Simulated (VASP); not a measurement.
# LaBPd3 (Pm-3m) in VASP: a series of runs, part 2 of 2

VASP 6.6.1.

### Step 4. Single point, LDA

This run uses another cell than the first one, of 15.43 Å³/atom.

The input, INCAR:

```
SYSTEM = LaBPd3
ALGO = Normal
EDIFF = 1E-6
ENCUT = 520
GGA = CA
ISIF = 2
ISMEAR = -1
LASPH = .TRUE.
LCHARG = .FALSE.
LREAL = .FALSE.
LWAVE = .FALSE.
NBANDS = 30
NELM = 100
PREC = Accurate
SIGMA = 0.1
```

The input, KPOINTS:

```
k-points
0
G
  6 6 6
  0 0 0
```

The input, POSCAR:

```
LaBPd3
1.0
    4.2570074387      0.0000000000      0.0000000000
    0.0000000000      4.2570074387      0.0000000000
    0.0000000000      0.0000000000      4.2570074387
La B Pd
1 1 3
Direct
    0.0000000000      0.0000000000      0.0000000000
    0.5000000000      0.5000000000      0.5000000000
    0.0000000000      0.5000000000      0.5000000000
    0.5000000000      0.0000000000      0.5000000000
    0.5000000000      0.5000000000      0.0000000000
```

Potentials or basis: VASP PAW LDA potentials, release 64 (La, B, Pd).

Started as:

```sh
> cat potpaw_LDA.64/La/POTCAR potpaw_LDA.64/B/POTCAR potpaw_LDA.64/Pd/POTCAR > POTCAR
> mpirun -np 1 vasp_std > vasp.out
```

OUTCAR:

```text
SYSTEM = LaBPd3
   EDIFF = 1E-6
   ENCUT = 520
   GGA = CA
   ISIF = 2
   ISMEAR = -1
   LASPH = .TRUE.
   LREAL = .FALSE.
   NELM = 100
   PREC = Accurate

 ion  position               nearest neighbor table
   1  0.000  0.000  0.000-   3 3.01   4 3.01   5 3.01   3 3.01   4 3.01   3 3.01   5 3.01   3 3.01
                             4 3.01   5 3.01   4 3.01   5 3.01
   2  0.500  0.500  0.500-   3 2.13   4 2.13   5 2.13   5 2.13   4 2.13   3 2.13
   3  0.000  0.500  0.500-   2 2.13   2 2.13   4 3.01   5 3.01   1 3.01   5 3.01   1 3.01   4 3.01
                             1 3.01   1 3.01   4 3.01   5 3.01   5 3.01   4 3.01
   4  0.500  0.000  0.500-   2 2.13   2 2.13   3 3.01   5 3.01   1 3.01   5 3.01   1 3.01   3 3.01
                             5 3.01   5 3.01   1 3.01   3 3.01   1 3.01   3 3.01
   5  0.500  0.500  0.000-   2 2.13   2 2.13   3 3.01   4 3.01   1 3.01   3 3.01   4 3.01   1 3.01
                             4 3.01   4 3.01   1 3.01   3 3.01   3 3.01   1 3.01

  LATTYP: Found a simple cubic cell.
 ALAT       =     4.2570074387

  Lattice vectors:

 A1 = (   4.2570074387,   0.0000000000,   0.0000000000)
 A2 = (   0.0000000000,   4.2570074387,   0.0000000000)
 A3 = (   0.0000000000,   0.0000000000,   4.2570074387)

Analysis of symmetry for initial positions (statically):
=====================================================================
 Subroutine PRICEL returns:
 Original cell was already a primitive cell.

 Routine SETGRP: Setting up the symmetry group for a
 simple cubic supercell.

 Subroutine GETGRP returns: Found 48 space group operations
 (whereof 48 operations were pure point group operations)
 out of a pool of 48 trial point group operations.

The static configuration has the point symmetry O_h .

Analysis of symmetry for dynamics (positions and initial velocities):
=====================================================================
 Subroutine PRICEL returns:
 Original cell was already a primitive cell.

 Routine SETGRP: Setting up the symmetry group for a
 simple cubic supercell.

 Subroutine GETGRP returns: Found 48 space group operations
 (whereof 48 operations were pure point group operations)
 out of a pool of 48 trial point group operations.

The dynamic configuration has the point symmetry O_h .

 Subroutine INISYM returns: Found 48 space group operations
 (whereof 48 operations are pure point group operations),
 and found     1 'primitive' translations

----------------------------------------------------------------------------------------

                                     Primitive cell

  volume of cell :      77.1460

  direct lattice vectors                    reciprocal lattice vectors
     4.257007439  0.000000000  0.000000000     0.234906801  0.000000000  0.000000000
     0.000000000  4.257007439  0.000000000     0.000000000  0.234906801  0.000000000
     0.000000000  0.000000000  4.257007439     0.000000000  0.000000000  0.234906801

  length of vectors
     4.257007439  4.257007439  4.257007439     0.234906801  0.234906801  0.234906801

  position of ions in fractional coordinates (direct lattice)
     0.000000000  0.000000000  0.000000000
     0.500000000  0.500000000  0.500000000
     0.000000000  0.500000000  0.500000000
     0.500000000  0.000000000  0.500000000
     0.500000000  0.500000000  0.000000000

[... 22 lines left out ...]

  Length of vectors
     0.039151134  0.039151134  0.039151134

  Shift w.r.t. Gamma in fractional coordinates (k-lattice)
     0.000000000  0.000000000  0.000000000

 Subroutine IBZKPT returns following result:
 ===========================================

 Found     20 irreducible k-points:

 Following reciprocal coordinates:
            Coordinates               Weight
  0.000000  0.000000  0.000000      1.000000
  0.166667  0.000000  0.000000      6.000000
  0.333333  0.000000  0.000000      6.000000
  0.500000  0.000000  0.000000      3.000000
  0.166667  0.166667  0.000000     12.000000
  0.333333  0.166667  0.000000     24.000000
[... 12 lines left out ...]
  0.500000  0.500000  0.333333      6.000000
  0.500000  0.500000  0.500000      1.000000
   k-points           NKPTS =     20   k-points in BZ     NKDIM =     20   number of bands    NBANDS=     30
   number of dos      NEDOS =    301   number of ions     NIONS =      5
   total plane-waves  NPLWV =  32768
   dimension x,y,z NGX =    32 NGY =   32 NGZ =   32
   dimension x,y,z NGXF=    64 NGYF=   64 NGZF=   64
   ions per type =               1   1   3
   NGX,Y,Z   is equivalent  to a cutoff of  12.50, 12.50, 12.50 a.u.
   NGXF,Y,Z  is equivalent  to a cutoff of  24.99, 24.99, 24.99 a.u.
 SYSTEM =  LaBPd3
   PREC   = accura    normal or accurate (medium, high low for compatibility)
   ISTART =      0    job   : 0-new  1-cont  2-samecut
   ICHARG =      2    charge: 1-file 2-atom 10-const
   ISPIN  =      1    spin polarized calculation?
   LNONCOLLINEAR =      F non collinear calculations
   LSORBIT =      F    spin-orbit coupling
   LASPH  =      T    aspherical Exc in radial PAW
   ENCUT  =  520.0 eV  38.22 Ry    6.18 a.u.   7.92  7.92  7.92*2*pi/ulx,y,z
   NELM   =    100;   NELMIN=  2; NELMDL= -5     # of ELM steps
   EDIFF  = 0.1E-05   stopping-criterion for ELM
   LREAL  =      F    real-space projection
[... 7 lines left out ...]
   TEBEG  =    0.0;   TEEND  =   0.0 temperature during run
   PSTRESS=    0.0 pullay stress
   NELECT =      44.0000    total number of electrons
   NUPDOWN=      -1.0000    fix difference up-down
   EMIN   =  10.00;   EMAX   =-10.00  energy-range for DOS
   EFERMI =   0.00;   METHOD = LEGACY
   ISMEAR =    -1;   SIGMA  =   0.10  broadening in eV -4-tet -1-fermi 0-gaus
   EFERMI_NEDOS =   21; number of points for ismear=-14 and -15
   IALGO  =     38    algorithm
   IMIX   =      4    mixing-type and parameters
     AMIX     =   0.40;   BMIX     =  1.00
     AMIX_MAG =   1.60;   BMIX_MAG =  1.00
  volume/ion in A,a.u.               =      15.43       104.12
  Fermi-wavevector in a.u.,A,eV,Ry     =   1.357650  2.565587 25.078461  1.843215
  Thomas-Fermi vector in A             =   2.484551
   LORBIT       =      0    0 simple, 1 ext, 2 COOP (PROOUT), +10 PAW based schemes
   GGA     = CA    functional components
   LHFCALC =     F    Hartree Fock is set to
   AEXX    =    0.0000 exact exchange contribution
   IVDW    =     0    specifies the selected vdW correction
   LEPSILON=     F    determine dielectric tensor
   LRPA    =     F    only Hartree local field effects (RPA)
 non-spin polarized calculation
  energy-cutoff  :      520.00
  volume of cell :       77.15
 maximum number of plane-waves:      2103
 NGX is ok and might be reduce to    32
   NGX = 15   NGY = 15   NGZ = 15

 number of electron      43.9999973 magnetization

 Free energy of the ion-electron system (eV)
  ---------------------------------------------------
  ext. energy  EPLUGINS =         0.00000000
  ---------------------------------------------------
  free energy    TOTEN  =       -35.27443636 eV

  energy without entropy =      -35.14300901  energy(sigma->0) =      -35.20872269

 E-fermi :  10.8725     XC(G=0): -12.6205

 val. band max:       10.8465463904   @ k =   0.3333   0.3333   0.3333
 cond. band min:      10.8797568208   @ k =   0.3333   0.0000   0.0000
 fundamental gap:      0.0332104304
 Fermi energy:        10.8724626409

 k-point     1 :       0.0000    0.0000    0.0000
  band No.  band energies     occupation
      1     -21.4733      2.00000
      2      -5.2958      2.00000
      3      -5.2958      2.00000
      4      -5.2958      2.00000
      5       0.3667      2.00000
      6       5.2396      2.00000
[... 649 lines left out ...]
     29      13.1307      0.00000
     30      13.1307      0.00000

------------------------ aborting loop because EDIFF is reached ----------------------------------------

  FORCE on cell =-STRESS in cart. coord.  units (eV):
  Direction    XX          YY          ZZ          XY          YZ          ZX
  --------------------------------------------------------------------------------------
  -------------------------------------------------------------------------------------
  Total        3.2202602      3.2202602      3.2202602      0.0000000     -0.0000000     -0.0000000
  in kB       66.8787775     66.8787775     66.8787775      0.0000000     -0.0000000     -0.0000000
  external PRESSURE =      66.8787775 kB  Pullay stress =       0.0000000 kB

 VOLUME and BASIS-vectors are now :
 -----------------------------------------------------------------------------
  energy-cutoff  :      520.00
  volume of cell :       77.15
      direct lattice vectors                 reciprocal lattice vectors
     4.257007439  0.000000000  0.000000000     0.234906801  0.000000000  0.000000000
     0.000000000  4.257007439  0.000000000     0.000000000  0.234906801  0.000000000
     0.000000000  0.000000000  4.257007439     0.000000000  0.000000000  0.234906801

 POSITION                                       TOTAL-FORCE (eV/Angst)
 -----------------------------------------------------------------------------------
      0.00000      0.00000      0.00000         0.000000      0.000000      0.000000
      2.12850      2.12850      2.12850         0.000000      0.000000      0.000000
      0.00000      2.12850      2.12850         0.000000      0.000000      0.000000
      2.12850      0.00000      2.12850         0.000000      0.000000      0.000000
      2.12850      2.12850      0.00000         0.000000      0.000000      0.000000
 -----------------------------------------------------------------------------------
    total drift:                                0.000000     -0.000000     -0.000000

  FREE ENERGIE OF THE ION-ELECTRON SYSTEM (eV)
  ---------------------------------------------------
  free  energy   TOTEN  =       -35.2744363627 eV

  energy  without entropy=      -35.1430090100  energy(sigma->0) =      -35.20872269
```

stdout:

```text
POSCAR found type information on POSCAR LaB Pd
 POSCAR found :  3 types and       5 ions
 scaLAPACK will be used
 LDA part: xc-table for (Slater(with rela. corr.)+CA(PZ))
 , standard interpolation
 POSCAR, INCAR and KPOINTS ok, starting setup
 FFT: planning ... GRIDC
 FFT: planning ... GRID_SOFT
 FFT: planning ... GRID
 WAVECAR not read
 entering main loop
```

It took 17 s on 1 thread of Intel Xeon 6975P-C (Granite Rapids), shared host; peak memory 0.19 GiB.

What came out:

```
Free energy            : -35.2744 eV
Pressure               : 6.7 GPa
Band gap on the k mesh : zero (bands 22 and 23 overlap by 1.70 eV)
```

Levels at points of the mesh, in eV from the Fermi level:
```csv
k point,band 18,band 19,band 20,band 21,band 22,band 23,band 24,band 25,band 26,band 27
"(0.00, 0.00, 0.00)",-1.85,-1.85,-1.85,-1.56,-1.56,-1.56,1.90,1.90,1.99,1.99
"(0.50, 0.00, 0.00)",-3.03,-2.73,-2.68,-1.85,0.14,0.14,1.57,1.88,2.21,2.21
"(0.50, 0.50, 0.00)",-3.26,-3.06,-2.94,-1.61,-0.23,-0.23,1.88,1.88,2.23,2.28
"(0.50, 0.50, 0.50)",-2.03,-2.03,-2.03,0.13,0.13,0.13,1.49,1.49,1.49,2.23
```

Caveat: the cell stands under pressure; spin-orbit coupling is left out, which moves the levels of the heavy elements.

### Step 5. Summary

| cell | gap on the mesh (eV) | pressure (GPa) |
| --- | --- | --- |
| a = 4.201 Å, 5 atoms | none | 14.9 |
| a = 4.229 Å, 5 atoms | none | 10.6 |
| a = 4.257 Å, 5 atoms | none | 6.7 |

Alike in all rows: task single point; level LDA; potentials or basis VASP PAW LDA potentials, release 64 (La, B, Pd); no spin polarisation; k mesh 6 × 6 × 6; cutoff (eV) 520; smearing fermi-dirac 0.1 eV.

Caveats: the cell stands under pressure; spin-orbit coupling is left out, which moves the levels of the heavy elements.

Absolute energies hang on the potentials; compare differences alone.

The gap in the log of VASP goes by the Fermi energy; the results here count the filled bands.